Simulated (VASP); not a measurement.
# Pt (I4/mmm) in VASP: notebook, part 2 of 2

VASP 6.6.1.

### 5 Single point, PBEsol (strain +0.000 along x and y, -0.030 along z)

Contents of INCAR:

```
PREC = Accurate
ENCUT = 520
EDIFF = 1E-6
ISMEAR = 0
SIGMA = 0.15
LREAL = False
LASPH = True
NELM = 100
ALGO = Normal
ISIF = 2
LWAVE = False
LCHARG = False
GGA = PS
NBANDS = 11
```

Contents of KPOINTS:

```
regular mesh
0
Gamma
  20 20 20
```

Contents of POSCAR:

```
Pt
1.0
    0.0000000000      1.9579000000      1.8991630000
    1.9579000000      0.0000000000      1.8991630000
    1.9579000000      1.9579000000      0.0000000000
Pt
1
Direct
    0.0000000000      0.0000000000      0.0000000000
```

Potentials or basis: VASP PAW PBE potentials, release 64 (Pt).

Command:

```sh
cat potpaw_PBE.64/Pt/POTCAR > POTCAR
mpirun -np 1 vasp_std > vasp.out
```

OUTCAR:

```text
PREC = Accurate
   ENCUT = 520
   EDIFF = 1E-6
   ISMEAR = 0
   LREAL = False
   LASPH = True
   NELM = 100
   ISIF = 2
   GGA = PS

 ion  position               nearest neighbor table
   1  0.000  0.000  0.000-

  LATTYP: Found a body centered tetragonal cell.
 ALAT       =     2.7688887338
 C/A-ratio  =     1.3717871555

  Lattice vectors:

 A1 = (   0.0000000000,  -1.9579000000,  -1.8991630000)
 A2 = (   0.0000000000,   1.9579000000,  -1.8991630000)
 A3 = (   1.9579000000,   0.0000000000,   1.8991630000)

Analysis of symmetry for initial positions (statically):
=====================================================================
 Subroutine PRICEL returns:
 Original cell was already a primitive cell.

 Routine SETGRP: Setting up the symmetry group for a
 body centered tetragonal supercell.

 Subroutine GETGRP returns: Found 16 space group operations
 (whereof 16 operations were pure point group operations)
 out of a pool of 16 trial point group operations.

The static configuration has the point symmetry D_4h.

Analysis of symmetry for dynamics (positions and initial velocities):
[... 159 lines left out ...]
 val. band max:       11.7935286543   @ k =   0.5000   0.1500   0.0500
 cond. band min:      11.7957495553   @ k =   0.5000   0.0000   0.0500
 fundamental gap:      0.0022209010
 Fermi energy:        11.7937480869

 k-point     1 :       0.0000    0.0000    0.0000
  band No.  band energies     occupation
      1       1.0871      2.00000
      2       7.6435      2.00000
      3       7.6435      2.00000
      4       8.0126      2.00000
      5       9.8440      2.00000
      6      10.2811      2.00000
      7      26.3206      0.00000
      8      31.1803      0.00000
      9      31.1803      0.00000
     10      32.0457      0.00000
     11      36.9155      0.00000
[... 309 lines left out ...]
 k-point    24 :      -0.3500    0.0500    0.0000
  band No.  band energies     occupation
      1       4.0700      2.00000
      2       7.7542      2.00000
      3       8.0109      2.00000
      4       8.6922      2.00000
      5      10.9860      2.00000
      6      11.5870      1.94871
      7      21.1856      0.00000
      8      26.8586      0.00000
      9      31.8679      0.00000
     10      33.0153      0.00000
     11      37.6684      0.00000

 [... further k-points ...]
[... 5 lines left out ...]
  --------------------------------------------------------------------------------------
  -------------------------------------------------------------------------------------
  Total        0.8023491      0.8023491      1.0866591      0.0000000     -0.0000000     -0.0000000
  in kB       88.2878054     88.2878054    119.5723148      0.0000000     -0.0000000     -0.0000000
  external PRESSURE =      98.7159752 kB  Pullay stress =       0.0000000 kB

 VOLUME and BASIS-vectors are now :
 -----------------------------------------------------------------------------
  energy-cutoff  :      520.00
  volume of cell :       14.56
      direct lattice vectors                 reciprocal lattice vectors
     0.000000000  1.957900000  1.899163000    -0.255375658  0.255375658  0.263273874
     1.957900000  0.000000000  1.899163000     0.255375658 -0.255375658  0.263273874
     1.957900000  1.957900000  0.000000000     0.255375658  0.255375658 -0.263273874

 POSITION                                       TOTAL-FORCE (eV/Angst)
 -----------------------------------------------------------------------------------
      0.00000      0.00000      0.00000         0.000000      0.000000      0.000000
 -----------------------------------------------------------------------------------
    total drift:                                0.000000     -0.000000      0.000000

  FREE ENERGIE OF THE ION-ELECTRON SYSTEM (eV)
  ---------------------------------------------------
  free  energy   TOTEN  =        -6.9574766723 eV

  energy  without entropy=       -6.9390141007  energy(sigma->0) =       -6.94824539
```

Run time: 96 s. Hardware: 1 thread of Intel Xeon Platinum 8375C at 2.90GHz (Ice Lake), shared host; peak memory 0.21 GiB.

What came out:

* Free energy: -6.9575 eV
* Pressure: 9.9 GPa
* Band gap on the k mesh: zero (band 5 reaches 12.46 eV, above the bottom of band 6 at 9.96 eV)

Levels at points of the mesh, in eV from the Fermi level:
| k point | band 2 | band 3 | band 4 | band 5 | band 6 | band 7 | band 8 | band 9 |
| --- | --- | --- | --- | --- | --- | --- | --- | --- |
| (0.00, 0.00, 0.00) | -4.15 | -4.15 | -3.78 | -1.95 | -1.51 | 14.53 | 19.39 | 19.39 |
| (0.50, 0.00, 0.00) | -4.29 | -3.91 | -0.70 | -0.05 | 0.15 | 6.08 | 14.05 | 18.89 |
| (0.50, 0.50, 0.00) | -7.04 | 0.01 | 0.54 | 0.54 | 2.05 | 9.76 | 11.07 | 11.07 |
| (0.50, 0.00, 0.50) | -7.02 | 0.02 | 0.37 | 0.67 | 1.43 | 8.95 | 11.51 | 11.76 |

Caveat: the cell differs from its parent crystal (strain +0.000 along x and y, -0.030 along z); the PAW data sets were made with another functional, which shifts forces and pressure a little; spin-orbit coupling is left out, which moves the levels of the heavy elements.

### 6 Overview

```tsv
cell	gap on the mesh (eV)	pressure (GPa)
a = 2.707, b = 2.707, c = 2.727 Å, angles 59.7, 59.7, 60.5°, 1 atom	none	20.9
a = 2.749, b = 2.749, c = 2.686 Å, angles 60.8, 60.8, 58.5°, 1 atom	none	15.6
a = 2.770, b = 2.770, c = 2.686 Å, angles 61.0, 61.0, 58.0°, 1 atom	none	10.6
a = 2.728, b = 2.728, c = 2.769 Å, angles 59.5, 59.5, 61.0°, 1 atom	none	9.9
```

Alike in all rows: task single point; level PBEsol; potentials or basis VASP PAW PBE potentials, release 64 (Pt); no spin polarisation; k mesh 20 × 20 × 20; cutoff (eV) 520; smearing gaussian 0.15 eV.

Caveats: the PAW data sets were made with another functional, which shifts forces and pressure a little; spin-orbit coupling is left out, which moves the levels of the heavy elements.

Absolute energies hang on the potentials; compare differences alone.
